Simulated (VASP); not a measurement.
Write the native input for VASP 6.6.1 that does the following.

* Task: single point
* Functional: PBE
* Potentials or basis: VASP PAW PBE potentials, release 64 (Mg, Se, Hg)
* Cutoff: 600 eV
* k mesh: 4 × 4 × 4
* Occupations: gaussian, width 0.01 eV
* Spin: no spin polarisation
* Dipole correction: no
* Further INCAR settings: ALGO = Normal; EDIFF = 1e-06; NBANDS = 21

The structure of MgHgSe2 lies in POSCAR:

```
MgHgSe2
1.0
    4.3138610726      0.0000000000      0.0000000000
    0.0000000000      4.3138610726      0.0000000000
    0.0000000000      0.0000000000      5.9854478143
Mg Se Hg
1 2 1
Direct
    0.0000000000      0.0000000000      0.0000000000
    0.0000000000      0.5000000000      0.2354752515
    0.5000000000      0.0000000000      0.7645247485
    0.5000000000      0.5000000000      0.5000000000
```

These files were run (other wordings do the same):

INCAR

```
SYSTEM = MgHgSe2
ALGO = Normal
EDIFF = 1E-6
ENCUT = 600
GGA = PE
GGA_COMPAT = .FALSE.
ISIF = 2
ISMEAR = 0
LASPH = .TRUE.
LCHARG = .FALSE.
LREAL = .FALSE.
LWAVE = .FALSE.
NBANDS = 21
NELM = 120
PREC = Accurate
SIGMA = 0.01
```

KPOINTS

```
k-points
0
G
  4 4 4
  0 0 0
```

Potentials or basis: VASP PAW PBE potentials, release 64 (Mg, Se, Hg).

The run is started by

```sh
$ cat potpaw_PBE.64/Mg/POTCAR potpaw_PBE.64/Se/POTCAR potpaw_PBE.64/Hg/POTCAR > POTCAR
$ mpirun -np 1 vasp_std > vasp.out
```

It gave:

```json
{
 "Pressure": "1.6 GPa",
 "Largest force": "0.098 eV/Å",
 "Band gap on the k mesh": "0.62 eV, direct"
}
```

Caveat: spin-orbit coupling is left out, which moves the levels of the heavy elements.

Run time: 73 s on 1 thread of AMD EPYC 7R13, on a shared host, peak memory 0.24 GiB.
